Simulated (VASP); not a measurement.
Here is a VASP 6.6.1 calculation.

File POSCAR:

```
Bi2Te3
1.0
    2.1930000000      1.2661291403     10.1656666667
   -2.1930000000      1.2661291403     10.1656666667
    0.0000000000     -2.5322582807     10.1656666667
Bi Te
2 3
Direct
    0.6000000000      0.6000000000      0.6000000000
    0.4000000000      0.4000000000      0.4000000000
    0.7905000000      0.7905000000      0.7905000000
    0.2095000000      0.2095000000      0.2095000000
    0.0000000000      0.0000000000      0.0000000000
```

File INCAR.step1:

```
  ISMEAR = 0
  SIGMA = 0.03
  LWAVE = T
  LCHARG = F
  NBANDS = 39
  PREC = Accurate
  LASPH = T
  LREAL = F
  ALGO = Normal
  EDIFF = 1E-6
  NELM = 120
  GGA_COMPAT = F
  ENCUT = 490
  EFERMI = MIDGAP
  GGA = PE
  KPAR = 4
```

The input INCAR.step2:

```
  METAGGA = MBJ
  ISMEAR = 0
  SIGMA = 0.03
  LWAVE = F
  LCHARG = F
  NBANDS = 39
  PREC = Accurate
  LASPH = T
  LREAL = F
  ALGO = Normal
  EDIFF = 1E-6
  NELM = 120
  GGA_COMPAT = F
  ENCUT = 490
  EFERMI = MIDGAP
  LMIXTAU = T
  ISTART = 1
  KPAR = 4
```

The input KPOINTS:

```
Automatic mesh
0
Gamma
  7 7 7
  0 0 0
```

The input KPOINTS_OPT:

```
path GLB1,BZGX,QFP1Z,LP
12
line-mode
reciprocal
 0.0000000000  0.0000000000  0.0000000000  G
 0.5000000000  0.0000000000  0.0000000000  L

 0.5000000000  0.0000000000  0.0000000000  L
 0.5000000000  0.1770083925 -0.1770083925  B1

 0.8229916075  0.5000000000  0.1770083925  B
 0.5000000000  0.5000000000  0.5000000000  Z

 0.5000000000  0.5000000000  0.5000000000  Z
 0.0000000000  0.0000000000  0.0000000000  G

 0.0000000000  0.0000000000  0.0000000000  G
 0.3385041962  0.0000000000 -0.3385041962  X

 0.6614958038  0.3385041962  0.0000000000  Q
 0.5000000000  0.5000000000  0.0000000000  F

 0.5000000000  0.5000000000  0.0000000000  F
 0.6614958038  0.6614958038  0.1770083925  P1

 0.6614958038  0.6614958038  0.1770083925  P1
 0.5000000000  0.5000000000  0.5000000000  Z

 0.5000000000  0.0000000000  0.0000000000  L
 0.8229916075  0.3385041962  0.3385041962  P
```

Potentials or basis: VASP PAW PBE potentials, release 64 (Bi_d, Te).

Command:

```bash
$ cat potpaw_PBE.64/Bi_d/POTCAR potpaw_PBE.64/Te/POTCAR > POTCAR
$ cp INCAR.step1 INCAR
$ mpirun -np 4 vasp_std > vasp.out
$ cp INCAR.step2 INCAR
$ mpirun -np 4 vasp_std > vasp.out
```

What does it give for the band gap on the k mesh?

0.57 eV.

What does it give for the band gap along the path?

0.57 eV.

Levels at the corners of the path, in eV from the valence-band top:
| point | band 21 | band 22 | band 23 | band 24 | band 25 | band 26 | band 27 | band 28 |
| --- | --- | --- | --- | --- | --- | --- | --- | --- |
| Γ | -1.82 | -1.00 | -1.00 | 0.00 | 0.57 | 0.72 | 0.72 | 2.09 |
| L | -2.96 | -2.39 | -1.05 | -0.54 | 0.77 | 1.13 | 2.81 | 2.96 |
| L | -2.96 | -2.39 | -1.05 | -0.54 | 0.77 | 1.13 | 2.81 | 2.96 |
| B1 | -2.56 | -1.96 | -1.05 | -0.83 | 1.35 | 1.53 | 2.57 | 3.30 |
| B | -2.56 | -1.96 | -1.05 | -0.83 | 1.35 | 1.53 | 2.57 | 3.30 |
| Z | -1.50 | -1.27 | -1.27 | -0.37 | 0.99 | 1.18 | 1.18 | 1.70 |
| Z | -1.50 | -1.27 | -1.27 | -0.37 | 0.99 | 1.18 | 1.18 | 1.70 |
| Γ | -1.82 | -1.00 | -1.00 | 0.00 | 0.57 | 0.72 | 0.72 | 2.09 |
| Γ | -1.82 | -1.00 | -1.00 | 0.00 | 0.57 | 0.72 | 0.72 | 2.09 |
| X | -2.94 | -1.66 | -1.41 | -0.74 | 1.23 | 2.08 | 2.12 | 3.67 |
| Q | -2.94 | -1.66 | -1.41 | -0.74 | 1.23 | 2.08 | 2.12 | 3.67 |
| F | -1.99 | -1.78 | -1.63 | -1.01 | 1.01 | 1.66 | 2.08 | 2.76 |
| F | -1.99 | -1.78 | -1.63 | -1.01 | 1.01 | 1.66 | 2.08 | 2.76 |
| P1 | -2.45 | -1.46 | -1.34 | -1.21 | 1.30 | 1.45 | 1.72 | 2.78 |
| P1 | -2.45 | -1.46 | -1.34 | -1.21 | 1.30 | 1.45 | 1.72 | 2.78 |
| Z | -1.50 | -1.27 | -1.27 | -0.37 | 0.99 | 1.18 | 1.18 | 1.70 |
| L | -2.96 | -2.39 | -1.05 | -0.54 | 0.77 | 1.13 | 2.81 | 2.96 |
| P | -2.45 | -1.46 | -1.34 | -1.21 | 1.30 | 1.45 | 1.72 | 2.78 |

Caveat: spin-orbit coupling is left out, which moves the levels of the heavy elements.
